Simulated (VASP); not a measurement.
# Li in VASP: further runs

Li is run at these levels: LDA; tasks: single point.

All numbers are computed with VASP 6.6.1; they aren't measurements. Logs are shortened: lines on timing, memory, paths and dates and some standing lists are left out, and cuts for length are marked.

## (1) The cell of the first run

Symmetry: I4/mmm, No. 139, tetragonal system. The conventional cell has a = 3.161 Å, b = 3.161 Å, c = 4.536 Å, α = 90.00°, β = 90.00°, γ = 90.00°. Li (site symmetry 4/mmm) has 12 Li at 3.16 to 3.18 Å within 4.2 Å.

This isn't the form of Li at room conditions, which is bcc.

## (2) Single point, LDA (strain +0.015 along x and y, +0.030 along z)

Contents of INCAR:

```
ALGO = Normal
EDIFF = 1E-7
ENCUT = 520
ISIF = 2
ISMEAR = 0
LASPH = True
LCHARG = False
LREAL = False
LWAVE = False
NBANDS = 8
NELM = 60
PREC = Accurate
SIGMA = 0.15
```

Contents of KPOINTS:

```
k-points
0
Gamma
  18 18 18
```

Contents of POSCAR:

```
Li
1.0
    0.0000000000      2.2350300000      2.2680600000
    2.2350300000      0.0000000000      2.2680600000
    2.2350300000      2.2350300000      0.0000000000
Li
1
Direct
    0.0000000000      0.0000000000      0.0000000000
```

Potentials or basis: VASP PAW LDA potentials, release 64 (Li_sv).

Started as:

```sh
$ cat potpaw_LDA.64/Li_sv/POTCAR > POTCAR
$ mpirun -np 1 vasp_std > vasp.out
```

OUTCAR:

```text
EDIFF = 1E-7
   ENCUT = 520
   ISIF = 2
   ISMEAR = 0
   LASPH = True
   LREAL = False
   NELM = 60
   PREC = Accurate

 ion  position               nearest neighbor table
   1  0.000  0.000  0.000-

  LATTYP: Found a body centered tetragonal cell.
 ALAT       =     3.1608097383
 C/A-ratio  =     1.4351132702

  Lattice vectors:

 A1 = (  -2.2350300000,   0.0000000000,   2.2680600000)
 A2 = (   2.2350300000,   0.0000000000,   2.2680600000)
 A3 = (   0.0000000000,   2.2350300000,  -2.2680600000)

Analysis of symmetry for initial positions (statically):
=====================================================================
 Subroutine PRICEL returns:
 Original cell was already a primitive cell.

 Routine SETGRP: Setting up the symmetry group for a
 body centered tetragonal supercell.

 Subroutine GETGRP returns: Found 16 space group operations
 (whereof 16 operations were pure point group operations)
 out of a pool of 16 trial point group operations.

The static configuration has the point symmetry D_4h.

Analysis of symmetry for dynamics (positions and initial velocities):
=====================================================================
 Subroutine PRICEL returns:
 Original cell was already a primitive cell.

 Routine SETGRP: Setting up the symmetry group for a
 body centered tetragonal supercell.

 Subroutine GETGRP returns: Found 16 space group operations
 (whereof 16 operations were pure point group operations)
 out of a pool of 16 trial point group operations.

The dynamic configuration has the point symmetry D_4h.

 Subroutine INISYM returns: Found 16 space group operations
 (whereof 16 operations are pure point group operations),
 and found     1 'primitive' translations

----------------------------------------------------------------------------------------

                                     Primitive cell

  volume of cell :      22.6595

  direct lattice vectors                    reciprocal lattice vectors
     0.000000000  2.235030000  2.268060000    -0.223710644  0.223710644  0.220452722
     2.235030000  0.000000000  2.268060000     0.223710644 -0.223710644  0.220452722
     2.235030000  2.235030000  0.000000000     0.223710644  0.223710644 -0.220452722

  length of vectors
     3.184251131  3.184251131  3.160809738     0.385606414  0.385606414  0.385606414

  position of ions in fractional coordinates (direct lattice)
[... 77 lines left out ...]
   EDIFF  = 0.1E-06   stopping-criterion for ELM
   LREAL  =      F    real-space projection
   EDIFFG = 0.1E-05   stopping-criterion for IOM
   NSW    =      0    number of steps for IOM
   IBRION =     -1    ionic relax: 0-MD 1-quasi-New 2-CG
   NFREE  =      0    steps in history (QN), initial steepest desc. (CG)
   ISIF   =      2    stress and relaxation
   ISYM   =      2    0-nonsym 1-usesym 2-fastsym
   POTIM  = 0.5000    time-step for ionic-motion
   TEBEG  =    0.0;   TEEND  =   0.0 temperature during run
   PSTRESS=    0.0 pullay stress
   NELECT =       3.0000    total number of electrons
   NUPDOWN=      -1.0000    fix difference up-down
   EMIN   =  10.00;   EMAX   =-10.00  energy-range for DOS
   EFERMI =   0.00;   METHOD = LEGACY
   ISMEAR =     0;   SIGMA  =   0.15  broadening in eV -4-tet -1-fermi 0-gaus
   EFERMI_NEDOS =   21; number of points for ismear=-14 and -15
   IALGO  =     38    algorithm
   IMIX   =      4    mixing-type and parameters
     AMIX     =   0.40;   BMIX     =  1.00
     AMIX_MAG =   1.60;   BMIX_MAG =  1.00
  volume/ion in A,a.u.               =      22.66       152.91
  Fermi-wavevector in a.u.,A,eV,Ry     =   0.834382  1.576753  9.472281  0.696193
  Thomas-Fermi vector in A             =   1.947764
   LORBIT       =      0    0 simple, 1 ext, 2 COOP (PROOUT), +10 PAW based schemes
   GGA     = CA    functional components
   LHFCALC =     F    Hartree Fock is set to
   AEXX    =    0.0000 exact exchange contribution
   IVDW    =     0    specifies the selected vdW correction
   LEPSILON=     F    determine dielectric tensor
   LRPA    =     F    only Hartree local field effects (RPA)
 non-spin polarized calculation
 Gauss-broadening in eV      SIGMA  =   0.15
  energy-cutoff  :      520.00
  volume of cell :       22.66
 maximum number of plane-waves:       636
   NGX = 11   NGY = 11   NGZ = 11

 number of electron       3.0000007 magnetization

 Free energy of the ion-electron system (eV)
  ---------------------------------------------------
  ext. energy  EPLUGINS =         0.00000000
  ---------------------------------------------------
  free energy    TOTEN  =        -2.02455081 eV

  energy without entropy =       -2.01951995  energy(sigma->0) =       -2.02203538

 E-fermi :   0.3168     XC(G=0):  -6.8688

 val. band max:        0.2992150066   @ k =   0.5000   0.3333   0.1111
 cond. band min:       0.3195120818   @ k =   0.5000   0.0556   0.2222
 fundamental gap:      0.0202970752
 Fermi energy:         0.3167598628

 k-point     1 :       0.0000    0.0000    0.0000
  band No.  band energies     occupation
      1     -45.5245      2.00000
      2      -3.0518      2.00000
      3      13.3341      0.00000
      4      13.3341      0.00000
      5      13.3460      0.00000
      6      17.2621      0.00000
      7      17.3136      0.00000
      8      17.3136      0.00000
[... 243 lines left out ...]
 k-point    24 :      -0.2222    0.0556    0.0000
  band No.  band energies     occupation
      1     -45.5182      2.00000
      2      -2.0222      2.00000
      3       7.8901      0.00000
      4      11.3538      0.00000
      5      12.8640      0.00000
      6      16.7013      0.00000
      7      17.5444      0.00000
      8      17.9641      0.00000

 [... further k-points ...]

------------------------ aborting loop because EDIFF is reached ----------------------------------------

  FORCE on cell =-STRESS in cart. coord.  units (eV):
  Direction    XX          YY          ZZ          XY          YZ          ZX
  --------------------------------------------------------------------------------------
  -------------------------------------------------------------------------------------
  Total       -0.2927150     -0.2927150     -0.3026429      0.0000000     -0.0000000      0.0000000
  in kB      -20.6968531    -20.6968531    -21.3988219      0.0000000     -0.0000000      0.0000000
  external PRESSURE =     -20.9308427 kB  Pullay stress =       0.0000000 kB

 VOLUME and BASIS-vectors are now :
 -----------------------------------------------------------------------------
  energy-cutoff  :      520.00
  volume of cell :       22.66
      direct lattice vectors                 reciprocal lattice vectors
     0.000000000  2.235030000  2.268060000    -0.223710644  0.223710644  0.220452722
     2.235030000  0.000000000  2.268060000     0.223710644 -0.223710644  0.220452722
     2.235030000  2.235030000  0.000000000     0.223710644  0.223710644 -0.220452722

 POSITION                                       TOTAL-FORCE (eV/Angst)
 -----------------------------------------------------------------------------------
      0.00000      0.00000      0.00000         0.000000      0.000000      0.000000
 -----------------------------------------------------------------------------------
    total drift:                                0.000000      0.000000     -0.000000

  FREE ENERGIE OF THE ION-ELECTRON SYSTEM (eV)
  ---------------------------------------------------
  free  energy   TOTEN  =        -2.0245508149 eV

  energy  without entropy=       -2.0195199479  energy(sigma->0) =       -2.02203538
```

OSZICAR:

```text
N       E                     dE             d eps       ncg     rms          rms(c)
DAV:   1    -0.116585631720E+00   -0.11659E+00   -0.70559E+02  7736   0.251E+02
DAV:   2    -0.199385618968E+01   -0.18773E+01   -0.18312E+01 11128   0.355E+01
DAV:   3    -0.202584270745E+01   -0.31987E-01   -0.31956E-01  8848   0.348E+00
DAV:   4    -0.202627361140E+01   -0.43090E-03   -0.43090E-03 12272   0.365E-01
DAV:   5    -0.202627466175E+01   -0.10503E-05   -0.10504E-05  9272   0.136E-02    0.290E-01
DAV:   6    -0.202512013467E+01    0.11545E-02   -0.35094E-04 13568   0.767E-02    0.162E-01
DAV:   7    -0.202454889158E+01    0.57124E-03   -0.74101E-04 13184   0.119E-01    0.252E-02
DAV:   8    -0.202455061652E+01   -0.17249E-05   -0.14383E-05  9008   0.269E-02    0.147E-03
DAV:   9    -0.202455078038E+01   -0.16386E-06   -0.20031E-07 11912   0.355E-03    0.478E-04
DAV:  10    -0.202455081486E+01   -0.34478E-07   -0.40816E-08  5608   0.111E-03
   1 F= -.20245508E+01 E0= -.20220354E+01  d E =-.503087E-02
```

It took 24 s on 1 thread of Intel Xeon Platinum 8375C at 2.90GHz (Ice Lake), shared host; peak memory 0.17 GiB.

Results:

| Quantity | Value |
| --- | --- |
| Free energy | -2.0246 eV |
| Band gap on the k mesh | zero (an odd number of electrons rules out a gap without spin polarisation) |

Caveat: the cell differs from its parent crystal (strain +0.015 along x and y, +0.030 along z); the cutoff is under 1.25 times the usual one of these potentials, so pressure, stress and relaxed cells hold a basis-set (Pulay) error.

## (3) Single point, LDA (strain -0.030 along x and y, -0.030 along z)

Contents of INCAR:

```
ALGO = Normal
EDIFF = 1E-7
ENCUT = 520
ISIF = 2
ISMEAR = 0
LASPH = T
LCHARG = F
LREAL = F
LWAVE = F
NBANDS = 8
NELM = 60
PREC = Accurate
SIGMA = 0.15
```

KPOINTS is that of step 2.

Contents of POSCAR:

```
Li
1.0
    0.0000000000      2.1359400000      2.1359400000
    2.1359400000      0.0000000000      2.1359400000
    2.1359400000      2.1359400000      0.0000000000
Li
1
Direct
    0.0000000000      0.0000000000      0.0000000000
```

Potentials or basis: VASP PAW LDA potentials, release 64 (Li_sv).

Started as:

```sh
$ cat potpaw_LDA.64/Li_sv/POTCAR > POTCAR
$ mpirun -np 1 vasp_std > vasp.out
```

Run time: 6.5 s. Hardware: 1 thread of Intel Xeon 6975P-C (Granite Rapids), shared host; peak memory 0.13 GiB.

Results (log left out):

```
Free energy            : -2.0499 eV
Band gap on the k mesh : zero (an odd number of electrons rules out a gap without spin polarisation)
```

Levels at points of the mesh, in eV from the Fermi level:
```csv
k point,band 1,band 2,band 3,band 4,band 5,band 6,band 7
"(0.00, 0.00, 0.00)",-45.58,-3.55,14.50,14.50,14.50,18.69,18.69
"(0.50, 0.00, 0.00)",-45.55,-0.05,3.09,12.76,12.76,17.01,17.01
"(0.50, 0.50, 0.00)",-45.55,1.51,4.90,8.53,8.53,10.93,15.83
```

Caveat: the cell differs from its parent crystal (strain -0.030 along x and y, -0.030 along z); the cutoff is under 1.25 times the usual one of these potentials, so pressure, stress and relaxed cells hold a basis-set (Pulay) error.

## (4) Single point, LDA (strain +0.030 along x and y, +0.030 along z)

Contents of INCAR:

```
PREC     = Accurate       # precision mode
ENCUT    = 520            # plane-wave cutoff, eV
EDIFF    = 1E-6           # SCF threshold, eV
ISMEAR   = 0              # smearing method
SIGMA    = 0.15           # smearing width, eV
LREAL    = False          # projectors in reciprocal space
LASPH    = True           # aspherical terms in the spheres
NELM     = 60             # most SCF steps
ALGO     = Fast           # electronic algorithm
ISIF     = 2              # what is computed and relaxed
LWAVE    = False          # write WAVECAR
LCHARG   = False          # write CHGCAR
GGA      = CA             # functional
NBANDS   = 8              # bands
```

Contents of KPOINTS:

```
regular mesh
0
Gamma
  18 18 18
```

Contents of POSCAR:

```
Li
1.0
    0.0000000000      2.2680600000      2.2680600000
    2.2680600000      0.0000000000      2.2680600000
    2.2680600000      2.2680600000      0.0000000000
Li
1
Direct
    0.0000000000      0.0000000000      0.0000000000
```

Started as:

```sh
$ cat potpaw_LDA.64/Li_sv/POTCAR > POTCAR
$ mpirun -np 1 vasp_std > vasp.out
```

It took 9.5 s on 1 thread of Intel Xeon 6975P-C (Granite Rapids), shared host; peak memory 0.13 GiB.

Results (log left out):

```
Free energy            : -2.0157 eV
Band gap on the k mesh : zero (an odd number of electrons rules out a gap without spin polarisation)
```

Levels at points of the mesh, in eV from the Fermi level:
```tsv
k point	band 1	band 2	band 3	band 4	band 5	band 6
(0.00, 0.00, 0.00)	-45.90	-3.33	12.75	12.75	12.75	16.66
(0.50, 0.00, 0.00)	-45.89	0.02	2.51	11.23	11.23	15.19
(0.50, 0.50, 0.00)	-45.89	1.39	4.26	7.55	7.55	9.79
```

Caveat: the cell differs from its parent crystal (strain +0.030 along x and y, +0.030 along z); the cutoff is under 1.25 times the usual one of these potentials, so pressure, stress and relaxed cells hold a basis-set (Pulay) error.

## (5) Single point, LDA (strain -0.030 along x and y, -0.015 along z)

Contents of INCAR:

```
PREC = Accurate ; ENCUT = 520
EDIFF = 1E-7 ; ISMEAR = 0
SIGMA = 0.15 ; LREAL = False
LASPH = True ; NELM = 80
ALGO = Normal ; ISIF = 2
LWAVE = False ; LCHARG = False
NBANDS = 8
```

KPOINTS is that of step 4.

Contents of POSCAR:

```
Li
1.0
    0.0000000000      2.1359400000      2.1689700000
    2.1359400000      0.0000000000      2.1689700000
    2.1359400000      2.1359400000      0.0000000000
Li
1
Direct
    0.0000000000      0.0000000000      0.0000000000
```

Potentials or basis: VASP PAW LDA potentials, release 64 (Li_sv).

Started as:

```sh
$ cat potpaw_LDA.64/Li_sv/POTCAR > POTCAR
$ mpirun -np 1 vasp_std > vasp.out
```

OUTCAR:

```text
PREC = Accurate
   ENCUT = 520
   EDIFF = 1E-7
   ISMEAR = 0
   LREAL = False
   LASPH = True
   NELM = 80
   ISIF = 2

 ion  position               nearest neighbor table
   1  0.000  0.000  0.000-

  LATTYP: Found a body centered tetragonal cell.
 ALAT       =     3.0206753164
 C/A-ratio  =     1.4360828443

  Lattice vectors:

 A1 = (  -2.1359400000,   0.0000000000,   2.1689700000)
 A2 = (   2.1359400000,   0.0000000000,   2.1689700000)
 A3 = (   0.0000000000,   2.1359400000,  -2.1689700000)

Analysis of symmetry for initial positions (statically):
=====================================================================
 Subroutine PRICEL returns:
 Original cell was already a primitive cell.

 Routine SETGRP: Setting up the symmetry group for a
 body centered tetragonal supercell.

 Subroutine GETGRP returns: Found 16 space group operations
 (whereof 16 operations were pure point group operations)
 out of a pool of 16 trial point group operations.

The static configuration has the point symmetry D_4h.

Analysis of symmetry for dynamics (positions and initial velocities):
=====================================================================
 Subroutine PRICEL returns:
 Original cell was already a primitive cell.

 Routine SETGRP: Setting up the symmetry group for a
 body centered tetragonal supercell.

 Subroutine GETGRP returns: Found 16 space group operations
 (whereof 16 operations were pure point group operations)
 out of a pool of 16 trial point group operations.

The dynamic configuration has the point symmetry D_4h.

 Subroutine INISYM returns: Found 16 space group operations
 (whereof 16 operations are pure point group operations),
 and found     1 'primitive' translations

----------------------------------------------------------------------------------------

                                     Primitive cell
[... 109 lines left out ...]
     AMIX_MAG =   1.60;   BMIX_MAG =  1.00
  volume/ion in A,a.u.               =      19.79       133.55
  Fermi-wavevector in a.u.,A,eV,Ry     =   0.872894  1.649530 10.366870  0.761943
  Thomas-Fermi vector in A             =   1.992208
   LORBIT       =      0    0 simple, 1 ext, 2 COOP (PROOUT), +10 PAW based schemes
   GGA     = CA    functional components
   LHFCALC =     F    Hartree Fock is set to
   AEXX    =    0.0000 exact exchange contribution
   IVDW    =     0    specifies the selected vdW correction
   LEPSILON=     F    determine dielectric tensor
   LRPA    =     F    only Hartree local field effects (RPA)
 non-spin polarized calculation
 Gauss-broadening in eV      SIGMA  =   0.15
  energy-cutoff  :      520.00
  volume of cell :       19.79
 maximum number of plane-waves:       548
   NGX = 11   NGY = 11   NGZ = 11

 number of electron       2.9999994 magnetization

 Free energy of the ion-electron system (eV)
  ---------------------------------------------------
  ext. energy  EPLUGINS =         0.00000000
  ---------------------------------------------------
  free energy    TOTEN  =        -2.04892646 eV

  energy without entropy =       -2.04434654  energy(sigma->0) =       -2.04663650

 E-fermi :   0.6780     XC(G=0):  -7.2046

 val. band max:        0.6622397216   @ k =   0.5000   0.0000   0.0556
 cond. band min:       0.6814773097   @ k =   0.5000   0.3333   0.1111
 fundamental gap:      0.0192375880
 Fermi energy:         0.6780384980

 k-point     1 :       0.0000    0.0000    0.0000
  band No.  band energies     occupation
      1     -44.9239      2.00000
      2      -2.8559      2.00000
      3      15.0161      0.00000
      4      15.0161      0.00000
      5      15.0307      0.00000
      6      19.1557      0.00000
      7      19.2126      0.00000
      8      19.2126      0.00000
[... 243 lines left out ...]
 k-point    24 :      -0.2222    0.0556    0.0000
  band No.  band energies     occupation
      1     -44.9130      2.00000
      2      -1.7757      2.00000
      3       9.0060      0.00000
      4      12.8089      0.00000
      5      14.4981      0.00000
      6      18.5946      0.00000
      7      19.4703      0.00000
      8      20.0086      0.00000

 [... further k-points ...]

------------------------ aborting loop because EDIFF is reached ----------------------------------------

  FORCE on cell =-STRESS in cart. coord.  units (eV):
  Direction    XX          YY          ZZ          XY          YZ          ZX
  --------------------------------------------------------------------------------------
  -------------------------------------------------------------------------------------
  Total       -0.0842065     -0.0842065     -0.0966551      0.0000000      0.0000000      0.0000000
  in kB       -6.8170205     -6.8170205     -7.8248078      0.0000000      0.0000000      0.0000000
  external PRESSURE =      -7.1529496 kB  Pullay stress =       0.0000000 kB

 VOLUME and BASIS-vectors are now :
 -----------------------------------------------------------------------------
  energy-cutoff  :      520.00
  volume of cell :       19.79
      direct lattice vectors                 reciprocal lattice vectors
     0.000000000  2.135940000  2.168970000    -0.234088973  0.234088973  0.230524166
     2.135940000  0.000000000  2.168970000     0.234088973 -0.234088973  0.230524166
     2.135940000  2.135940000  0.000000000     0.234088973  0.234088973 -0.230524166

 POSITION                                       TOTAL-FORCE (eV/Angst)
 -----------------------------------------------------------------------------------
      0.00000      0.00000      0.00000         0.000000      0.000000      0.000000
 -----------------------------------------------------------------------------------
    total drift:                               -0.000000      0.000000     -0.000000

  FREE ENERGIE OF THE ION-ELECTRON SYSTEM (eV)
  ---------------------------------------------------
  free  energy   TOTEN  =        -2.0489264574 eV

  energy  without entropy=       -2.0443465407  energy(sigma->0) =       -2.04663650
```

Wall time 15 s (1 thread of Intel Xeon 6975P-C (Granite Rapids), shared host); peak memory 0.16 GiB.

What came out:

| Item | Value |
| --- | --- |
| Free energy | -2.0489 eV |
| Band gap on the k mesh | zero (an odd number of electrons rules out a gap without spin polarisation) |

Caveat: the cell differs from its parent crystal (strain -0.030 along x and y, -0.015 along z); the cutoff is under 1.25 times the usual one of these potentials, so pressure, stress and relaxed cells hold a basis-set (Pulay) error.

## (6) Overview

```csv
cell,gap on the mesh (eV)
"a = 3.184, b = 3.184, c = 3.161 Å, angles 60.2, 60.2, 59.5°, 1 atom",none
"a = 3.021 Å, angles 60.0°, 1 atom",none
"a = 3.208 Å, angles 60.0°, 1 atom",none
"a = 3.044, b = 3.044, c = 3.021 Å, angles 60.3, 60.3, 59.5°, 1 atom",none
```

Alike in all rows: task single point; level LDA; potentials or basis VASP PAW LDA potentials, release 64 (Li_sv); no spin polarisation; k mesh 18 × 18 × 18; cutoff (eV) 520; smearing gaussian 0.15 eV.

Caveats: the cutoff is under 1.25 times the usual one of these potentials, so pressure, stress and relaxed cells hold a basis-set (Pulay) error.

Total energies depend on the potentials used, so only differences within one code and one set of settings carry meaning.
